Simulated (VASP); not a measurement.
Write the native input for VASP 6.6.1 that does the following.

```
Task                   : single point
Functional             : PBE
Potentials or basis    : VASP PAW PBE potentials, release 64 (Sc_sv, Al)
Cutoff                 : 520 eV
k mesh                 : 14 × 14 × 14
Occupations            : gaussian, width 0.15 eV
Spin                   : no spin polarisation
Dipole correction      : no
Further INCAR settings : ALGO = Fast; EDIFF = 1e-06; NBANDS = 18
```

The structure of ScAl3 lies in POSCAR:

```
ScAl3
1.0
    4.1053305968      0.0000000000      0.0000000000
    0.0000000000      4.1053305968      0.0000000000
    0.0000000000      0.0000000000      4.1053305968
Sc Al
1 3
Direct
    0.0000000000      0.0000000000      0.0000000000
    0.5000000000      0.0000000000      0.5000000000
    0.0000000000      0.5000000000      0.5000000000
    0.5000000000      0.5000000000      0.0000000000
```

The input as run:

INCAR

```
  ALGO = Fast
  EDIFF = 1E-6
  ENCUT = 520
  GGA = PE
  ISIF = 2
  ISMEAR = 0
  LASPH = T
  LCHARG = F
  LREAL = F
  LWAVE = F
  NBANDS = 18
  NELM = 80
  PREC = Accurate
  SIGMA = 0.15
```

KPOINTS

```
k-points
0
Gamma
  14 14 14
```

Potentials or basis: VASP PAW PBE potentials, release 64 (Sc_sv, Al).

Run with:

```console
$ cat potpaw_PBE.64/Sc_sv/POTCAR potpaw_PBE.64/Al/POTCAR > POTCAR
$ mpirun -np 1 vasp_std > vasp.out
```

Results of the run:

```json
{
 "Pressure": "0.0 GPa",
 "Band gap on the k mesh": "zero (bands 10 and 11 overlap by 3.91 eV)"
}
```

It took 52 s on 1 thread of Intel(R) Xeon(R) Platinum 8481C CPU @ 2.70GHz (Sapphire Rapids) (shared host), peak memory 0.27 GiB.
